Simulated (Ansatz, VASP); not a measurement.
# Sn in VASP and in Ansatz

File INCAR:

```
SYSTEM = Sn
PREC = Accurate
ENCUT = 520
EDIFF = 1E-8
ISMEAR = -1
SIGMA = 0.03
LREAL = .FALSE.
LASPH = .TRUE.
NELM = 80
ALGO = Normal
ISIF = 2
LWAVE = .FALSE.
LCHARG = .FALSE.
LEFG = .TRUE.
NBANDS = 21
```

Contents of KPOINTS:

```
Automatic mesh
0
G
  9 9 9
  0 0 0
```

File POSCAR:

```
Sn
1.0
   -0.0324560000      3.2293720000      3.2293720000
    3.2293720000     -0.0324560000      3.2293720000
    3.2293720000      3.2293720000     -0.0324560000
Sn
2
Direct
    0.5000000000      0.5000000000      0.5000000000
    0.7500000000      0.7500000000      0.7500000000
```

Input for Ansatz:

```yaml
crystal:
  lattice:
    - [-0.032456, 3.229372, 3.229372]
    - [3.229372, -0.032456, 3.229372]
    - [3.229372, 3.229372, -0.032456]
  atoms:
    - { symbol: Sn, position: [0.5, 0.5, 0.5] }
    - { symbol: Sn, position: [0.75, 0.75, 0.75] }
kpoints:
  mp_grid: { grid: [9, 9, 9] }
scf:
  occupations: { method: fermi_dirac, width: 0.03 }
hamiltonian:
  xc: lda
  pseudopotentials: { kind: all_electron, datasets: crystal }
output:
  forces: true
  stress: true
  eigenvalues: true
  efg: { contact_densities: true }
```

Change from the starting cell: equal xy, yz and zx shear strains of -1 %, crystal datasets.

Alike in both runs: task electric field gradients; functional LDA; k mesh 9 × 9 × 9; occupations fermi-dirac, width 0.03 eV; no spin polarisation.

|  | VASP | Ansatz |
| --- | --- | --- |
| version | VASP 6.6.1 | Ansatz 0.2.0 |
| potentials or method | VASP PAW LDA potentials, release 64 (Sn_d), cutoff 520 eV | all-electron PAW with datasets made for the crystal, scalar-relativistic |

Ansatz gave:

| Property | Result |
| --- | --- |
| pressure (GPa) | -0.3 |
| traceless stress, the component that is largest in VASP (GPa) | 0.50 |
| rms of the force components (eV/Å) | 0.092 |
| size of Vzz on the site where it differs most (V/Å²) | 14.6 |

**Question.** Estimate VASP's values.

**Answer.** Pressure (GPa): -0.3; traceless stress, the component that is largest in VASP (GPa): 0.50; rms of the force components (eV/Å): 0.092; size of Vzz on the site where it differs most (V/Å²): 15.4.

LDA's correlation is that of Perdew and Zunger in VASP and of Perdew and Wang (1992) in Ansatz. Atom by atom the forces differ by 0.001 eV/Å (rms over components). Ansatz ran all-electron here, and VASP with PAW potentials.
